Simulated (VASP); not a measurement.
Wanted: the native input for a VASP 6.6.1 run.

```yaml
Task: single point
Functional: PBEsol
Potentials_or_basis: VASP PAW PBE potentials, release 64 (In_d, P)
Cutoff: 520 eV
k_mesh: 10 × 10 × 10
Occupations: gaussian, width 0.02 eV
Spin: no spin polarisation
Dipole_correction: no
Further_INCAR_settings: ALGO = Normal; EDIFF = 1e-06; NBANDS = 16
```

The structure of InP (sol) lies in POSCAR:

```
InP
1.0
    0.0000000000      2.9395031467      2.9395031467
    2.9395031467      0.0000000000      2.9395031467
    2.9395031467      2.9395031467      0.0000000000
In P
1 1
Direct
    0.0000000000      0.0000000000      0.0000000000
    0.7500000000      0.7500000000      0.7500000000
```

The input as run:

INCAR

```
SYSTEM = InP
PREC = Accurate ; ENCUT = 520
EDIFF = 1E-6 ; ISMEAR = 0
SIGMA = 0.02 ; LREAL = .FALSE.
LASPH = .TRUE. ; NELM = 80
ALGO = Normal ; ISIF = 2
LWAVE = .FALSE. ; LCHARG = .TRUE.
GGA = PS ; LELF = .TRUE.
LVHAR = .TRUE. ; NBANDS = 16
```

KPOINTS

```
Automatic mesh
0
G
  10 10 10
  0 0 0
```

Potentials or basis: VASP PAW PBE potentials, release 64 (In_d, P).

Command:

```sh
$ cat potpaw_PBE.64/In_d/POTCAR potpaw_PBE.64/P/POTCAR > POTCAR
$ mpirun -np 1 vasp_std > vasp.out
```

It gave:

```json
{
 "Pressure": "0.0 GPa",
 "Band gap on the k mesh": "0.57 eV, direct"
}
```

Caveat: the PAW data sets were made with another functional, which shifts forces and pressure a little; spin-orbit coupling is left out, which moves the levels of the heavy elements.

Wall time 14 s on 1 thread of Intel(R) Xeon(R) 6975P-C (Granite Rapids) (shared host), peak memory 0.19 GiB.
